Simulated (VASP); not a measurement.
# TiAl3 (P1) in VASP: a series of runs

Runs on TiAl3. Level: r2SCAN. Tasks: single point.

All numbers are computed with VASP 6.6.1; they aren't measurements. Logs are shortened: lines on timing, memory, paths and dates and some standing lists are left out, and cuts for length are marked.

### 1 The cell of the first run

The typed cell holds 4 atoms: a = 2.812 Å, b = 4.642 Å, c = 4.935 Å, α = 90.24°, β = 90.75°, γ = 90.80°.

### 2 Single point, r2SCAN (atoms moved at random and the cell strained at random)

POSCAR

```
TiAl3
1.0
    2.8116683263     -0.0196588470     -0.0186566057
   -0.0324080002      4.6421640465     -0.0100864170
   -0.0321977504     -0.0105593121      4.9349421324
Ti Al
1 3
Direct
   -0.0267402667      0.4885473599      0.1760357973
    0.5033607929      0.5236931408      0.6745434641
    0.4735485346      0.0418715234      0.3082792194
    0.0048113747     -0.0030813399      0.8463180768
```

INCAR.step1

```
SYSTEM = TiAl3
  ALGO = Normal
  EDIFF = 1E-4
  ENCUT = 520
  GGA = PE
  ISMEAR = 0
  LASPH = .TRUE.
  LCHARG = .FALSE.
  LREAL = .FALSE.
  LWAVE = .TRUE.
  NBANDS = 18
  NELM = 60
  PREC = Accurate
  SIGMA = 0.1
```

INCAR.step2

```
SYSTEM = TiAl3
  ALGO = Normal
  EDIFF = 1E-7
  ENCUT = 520
  ISIF = 2
  ISMEAR = 0
  ISTART = 1
  LASPH = .TRUE.
  LCHARG = .TRUE.
  LELF = .TRUE.
  LMIXTAU = .TRUE.
  LREAL = .FALSE.
  LVHAR = .TRUE.
  LWAVE = .FALSE.
  METAGGA = R2SCAN
  NBANDS = 18
  NELM = 60
  PREC = Accurate
  SIGMA = 0.1
```

KPOINTS

```
k-points
0
G
  10 6 6
  0 0 0
```

Potentials or basis: VASP PAW PBE potentials, release 64 (Ti_sv, Al).

The run is started by

```sh
$ cat potpaw_PBE.64/Ti_sv/POTCAR potpaw_PBE.64/Al/POTCAR > POTCAR
$ cp INCAR.step1 INCAR
$ mpirun -np 1 vasp_std > vasp.out
$ cp INCAR.step2 INCAR
$ mpirun -np 1 vasp_std > vasp.out
```

OUTCAR:

```text
SYSTEM = TiAl3
   EDIFF = 1E-7
   ENCUT = 520
   ISIF = 2
   ISMEAR = 0
   ISTART = 1
   LASPH = .TRUE.
   LREAL = .FALSE.
   METAGGA = R2SCAN
   NELM = 60
   PREC = Accurate

 ion  position               nearest neighbor table
   1  0.973  0.489  0.176-   3 2.58   3 2.60   2 2.80   4 2.80   2 2.81   2 2.86   4 2.87   2 2.91
                             3 2.98   3 3.02
   2  0.503  0.524  0.675-   4 2.72   4 2.76   1 2.80   1 2.81   1 2.86   3 2.87   1 2.91   4 2.94
                             4 2.96   3 3.02
   3  0.474  0.042  0.308-   1 2.58   1 2.60   4 2.62   4 2.75   2 2.87   1 2.98   4 2.99   2 3.02
                             1 3.02   4 3.04
   4  0.005  0.997  0.846-   3 2.62   2 2.72   3 2.75   2 2.76   1 2.80   1 2.87   2 2.94   2 2.96
                             3 2.99   3 3.04

  LATTYP: Found a triclinic cell.
 ALAT       =     2.8117989466
 B/A-ratio  =     1.9421376807
 C/A-ratio  =     1.7551249424
 COS(alpha) =     0.0031406690
 COS(beta)  =     0.0131439843
 COS(gamma) =     0.5267619076

  Lattice vectors:

 A1 = (   2.8116683263,  -0.0196588470,  -0.0186566057)
 A2 = (   2.8440763265,  -4.6618228935,  -0.0085701887)
 A3 = (   0.0321977504,   0.0105593121,  -4.9349421324)

Analysis of symmetry for initial positions (statically):
=====================================================================
 Subroutine PRICEL returns:
 Original cell was already a primitive cell.

 Routine SETGRP: Setting up the symmetry group for a
 triclinic supercell.

 Subroutine GETGRP returns: Found  1 space group operations
 (whereof  1 operations were pure point group operations)
 out of a pool of  2 trial point group operations.

The static configuration has the point symmetry C_1 .

Analysis of symmetry for dynamics (positions and initial velocities):
=====================================================================
 Subroutine PRICEL returns:
 Original cell was already a primitive cell.

 Routine SETGRP: Setting up the symmetry group for a
 triclinic supercell.

 Subroutine GETGRP returns: Found  1 space group operations
 (whereof  1 operations were pure point group operations)
 out of a pool of  2 trial point group operations.

The dynamic configuration has the point symmetry C_1 .

 Subroutine INISYM returns: Found  1 space group operations
 (whereof  1 operations are pure point group operations),
 and found     1 'primitive' translations

[... 100 lines left out ...]
   EDIFFG = 0.1E-05   stopping-criterion for IOM
   NSW    =      0    number of steps for IOM
   IBRION =     -1    ionic relax: 0-MD 1-quasi-New 2-CG
   NFREE  =      0    steps in history (QN), initial steepest desc. (CG)
   ISIF   =      2    stress and relaxation
   ISYM   =      2    0-nonsym 1-usesym 2-fastsym
   POTIM  = 0.5000    time-step for ionic-motion
   TEBEG  =    0.0;   TEEND  =   0.0 temperature during run
   PSTRESS=    0.0 pullay stress
   NELECT =      21.0000    total number of electrons
   NUPDOWN=      -1.0000    fix difference up-down
   EMIN   =  10.00;   EMAX   =-10.00  energy-range for DOS
   EFERMI =   0.00;   METHOD = LEGACY
   ISMEAR =     0;   SIGMA  =   0.10  broadening in eV -4-tet -1-fermi 0-gaus
   EFERMI_NEDOS =   21; number of points for ismear=-14 and -15
   IALGO  =     38    algorithm
   IMIX   =      4    mixing-type and parameters
     AMIX     =   0.40;   BMIX     =  1.00
     AMIX_MAG =   1.60;   BMIX_MAG =  1.00
  volume/ion in A,a.u.               =      16.10       108.66
  Fermi-wavevector in a.u.,A,eV,Ry     =   1.126782  2.129309 17.274458  1.269637
  Thomas-Fermi vector in A             =   2.263465
   LORBIT       =      0    0 simple, 1 ext, 2 COOP (PROOUT), +10 PAW based schemes
   METAGGA = R2SCAN    functional components
   LHFCALC =     F    Hartree Fock is set to
   AEXX    =    0.0000 exact exchange contribution
   IVDW    =     0    specifies the selected vdW correction
   LEPSILON=     F    determine dielectric tensor
   LRPA    =     F    only Hartree local field effects (RPA)
 non-spin polarized calculation
 Gauss-broadening in eV      SIGMA  =   0.10
  energy-cutoff  :      520.00
  volume of cell :       64.41
 maximum number of plane-waves:      1758
 NGX is ok and might be reduce to    24
   NGX = 11   NGY = 17   NGZ = 19

 number of electron      21.0000000 magnetization

 Free energy of the ion-electron system (eV)
  ---------------------------------------------------
  ext. energy  EPLUGINS =         0.00000000
  ---------------------------------------------------
  free energy    TOTEN  =       -33.88118718 eV

  energy without entropy =      -33.87075165  energy(sigma->0) =      -33.87596941

 E-fermi :   8.1917     XC(G=0): -11.4265

 val. band max:        8.1811333532   @ k =   0.2000  -0.3333   0.3333
 cond. band min:       8.1944471773   @ k =   0.5000  -0.1667   0.1667
 fundamental gap:      0.0133138242
 Fermi energy:         8.1917236836

 k-point     1 :       0.0000    0.0000    0.0000
  band No.  band energies     occupation
      1     -50.5836      2.00000
      2     -25.9036      2.00000
      3     -25.8889      2.00000
      4     -25.4507      2.00000
      5      -2.6285      2.00000
      6       2.5296      2.00000
[... 481 lines left out ...]
      5      -0.1574      2.00000
      6       2.3963      2.00000
[... 10 lines left out ...]
     17      12.2622      0.00000
     18      13.2233      0.00000

 [... further k-points ...]

------------------------ aborting loop because EDIFF is reached ----------------------------------------

  FORCE on cell =-STRESS in cart. coord.  units (eV):
  Direction    XX          YY          ZZ          XY          YZ          ZX
  --------------------------------------------------------------------------------------
  -------------------------------------------------------------------------------------
  Total        0.1343862      1.6209337     -0.1998083      0.4850071      0.0964756      0.3668969
  in kB        3.3430342     40.3228569     -4.9704950     12.0651894      2.3999569      9.1270439
  external PRESSURE =      12.8984654 kB  Pullay stress =       0.0000000 kB

 VOLUME and BASIS-vectors are now :
 -----------------------------------------------------------------------------
  energy-cutoff  :      520.00
  volume of cell :       64.41
      direct lattice vectors                 reciprocal lattice vectors
     2.811668326 -0.019658847 -0.018656606     0.355693558  0.002488231  0.002326027
    -0.032408000  4.642164046 -0.010086417     0.001509373  0.215428334  0.000470801
    -0.032197750 -0.010559312  4.934942132     0.001347789  0.000449716  0.202646377

 POSITION                                       TOTAL-FORCE (eV/Angst)
 -----------------------------------------------------------------------------------
      2.71498      2.24693      0.84564         0.221999      1.692413     -0.417727
      1.37659      2.41405      3.31416        -0.280610     -0.306631     -0.199086
      1.32018      0.18181      1.51208         0.126275     -1.715686      1.260004
     -0.04603      4.61883      4.16639        -0.067664      0.329904     -0.643191
 -----------------------------------------------------------------------------------
    total drift:                                0.000069     -0.000368      0.000321

  FREE ENERGIE OF THE ION-ELECTRON SYSTEM (eV)
  ---------------------------------------------------
  free  energy   TOTEN  =       -33.8811871782 eV

  energy  without entropy=      -33.8707516454  energy(sigma->0) =      -33.87596941
```

OUTCAR.step1:

```text
SYSTEM = TiAl3
   EDIFF = 1E-4
   ENCUT = 520
   GGA = PE
   ISMEAR = 0
[... 742 lines left out ...]
      2.71498      2.24693      0.84564         0.217633      1.589821     -0.414555
      1.37659      2.41405      3.31416        -0.256268     -0.275225     -0.179350
      1.32018      0.18181      1.51208         0.111137     -1.630804      1.202394
     -0.04603      4.61883      4.16639        -0.072502      0.316208     -0.608489
 -----------------------------------------------------------------------------------
    total drift:                               -0.000186     -0.001997      0.000040

  FREE ENERGIE OF THE ION-ELECTRON SYSTEM (eV)
  ---------------------------------------------------
  free  energy   TOTEN  =       -19.7252413100 eV

  energy  without entropy=      -19.7133352295  energy(sigma->0) =      -19.71928827
```

It took 14 min on 1 thread of AMD EPYC 7R13, shared host; peak memory 0.34 GiB.

What came out:

- Free energy: -33.8812 eV
- Pressure: 1.3 GPa
- Largest force: 2.132 eV/Å
- Band gap on the k mesh: zero (an odd number of electrons rules out a gap without spin polarisation)

Forces on the atoms (eV/Å):
```
Ti   0.222  1.692 -0.418
Al  -0.281 -0.307 -0.199
Al   0.126 -1.716  1.260
Al  -0.068  0.330 -0.643
```

Stress tensor (GPa, compression positive):
```
 0.33  1.21  0.91
 1.21  4.03  0.24
 0.91  0.24 -0.50
```

Caveat: the cell differs from its parent crystal (atoms moved at random and the cell strained at random); the PAW data sets were made with another functional, which shifts forces and pressure a little.

### 3 Single point, r2SCAN

POSCAR is that of step 2.

INCAR.step1

```
PREC = Accurate
ENCUT = 520
ISMEAR = 0
SIGMA = 0.1
LREAL = False
LASPH = True
NELM = 60
NBANDS = 18
GGA = PE
ALGO = Normal
EDIFF = 1E-4
LWAVE = True
LCHARG = False
```

INCAR.step2

```
PREC = Accurate
ENCUT = 520
EDIFF = 1E-6
ISMEAR = 0
SIGMA = 0.1
LREAL = False
LASPH = True
NELM = 60
ALGO = Normal
ISIF = 2
LWAVE = False
LCHARG = True
METAGGA = R2SCAN
LMIXTAU = True
LELF = True
LVHAR = True
NBANDS = 18
ISTART = 1
```

KPOINTS

```
Automatic mesh
0
Gamma
  10 6 6
```

Potentials or basis: VASP PAW PBE potentials, release 64 (Ti_sv, Al).

The run is started by

```sh
$ cat potpaw_PBE.64/Ti_sv/POTCAR potpaw_PBE.64/Al/POTCAR > POTCAR
$ cp INCAR.step1 INCAR
$ mpirun -np 1 vasp_std > vasp.out
$ cp INCAR.step2 INCAR
$ mpirun -np 1 vasp_std > vasp.out
```

Run time: 14 min. Hardware: 1 thread of AMD EPYC 7R13, shared host; peak memory 0.33 GiB.

It converged, with:

```yaml
Free_energy: -33.8812 eV
Pressure: 1.3 GPa
Largest_force: 2.132 eV/Å
Band_gap_on_the_k_mesh: zero (an odd number of electrons rules out a gap without spin polarisation)
```

Forces on the atoms (eV/Å):
```
Ti   0.222  1.692 -0.418
Al  -0.281 -0.307 -0.199
Al   0.126 -1.716  1.260
Al  -0.068  0.330 -0.643
```

Stress tensor (GPa, compression positive):
```
 0.34  1.21  0.91
 1.21  4.04  0.24
 0.91  0.24 -0.49
```

Levels at points of the mesh, in eV from the Fermi level:
```
           k point  band 9  band 10  band 11  band 12  band 13  band 14
(0.00, 0.00, 0.00)   -2.58    -0.81    -0.43     2.52     2.59     2.74
(0.50, 0.00, 0.00)   -1.91     0.33     0.65     0.84     1.54     1.82
(0.00, 0.50, 0.00)   -2.33    -1.83    -0.17     2.45     2.75     2.89
(0.50, 0.50, 0.00)   -1.77    -0.54    -0.19     0.54     1.16     1.29
(0.00, 0.00, 0.50)   -2.05    -1.37    -0.39     2.44     2.56     2.71
(0.50, 0.00, 0.50)   -1.52    -0.18     0.13     0.62     1.50     2.54
(0.00, 0.50, 0.50)   -0.30    -0.11     0.88     2.46     2.68     3.65
(0.50, 0.50, 0.50)   -3.25    -2.86    -1.02    -0.22     1.09     2.38
```

Caveat: the PAW data sets were made with another functional, which shifts forces and pressure a little.
